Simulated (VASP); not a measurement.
Here is a VASP 6.6.1 calculation.

File INCAR:

```
SYSTEM = Nb
PREC     = Accurate       ! precision mode
ENCUT    = 520            ! plane-wave cutoff, eV
EDIFF    = 1E-6           ! SCF threshold, eV
ISMEAR   = 0              ! smearing method
SIGMA    = 0.15           ! smearing width, eV
LREAL    = .False.        ! projectors in reciprocal space
LASPH    = .True.         ! aspherical terms in the spheres
NELM     = 80             ! most SCF steps
ALGO     = Fast           ! electronic algorithm
ISIF     = 2              ! what is computed and relaxed
LWAVE    = .False.        ! write WAVECAR
LCHARG   = .False.        ! write CHGCAR
GGA      = PS             ! functional
NBANDS   = 12             ! bands
```

File KPOINTS:

```
Automatic mesh
0
Gamma
  20 20 20
  0 0 0
```

The input POSCAR:

```
Nb
1.0
    0.0000000000      2.2842000000      2.1996000000
    2.2842000000      0.0000000000      2.1996000000
    2.2842000000      2.2842000000      0.0000000000
Nb
1
Direct
    0.0000000000      0.0000000000      0.0000000000
```

Potentials or basis: VASP PAW PBE potentials, release 64 (Nb_sv).

The run is started by

```sh
$ cat potpaw_PBE.64/Nb_sv/POTCAR > POTCAR
$ mpirun -np 1 vasp_std > vasp.out
```

(1) Estimate the band gap on the k mesh.

(2) What does it give for the pressure?

## Answers

(1) zero (an odd number of electrons rules out a gap without spin polarisation).

(2) -26.7 GPa.

Caveat: the cell differs from its parent crystal (strain +0.080 along x and y, +0.040 along z); the stress differs along the axes, from -30 to -25 GPa; the PAW data sets were made with another functional, which shifts forces and pressure a little.
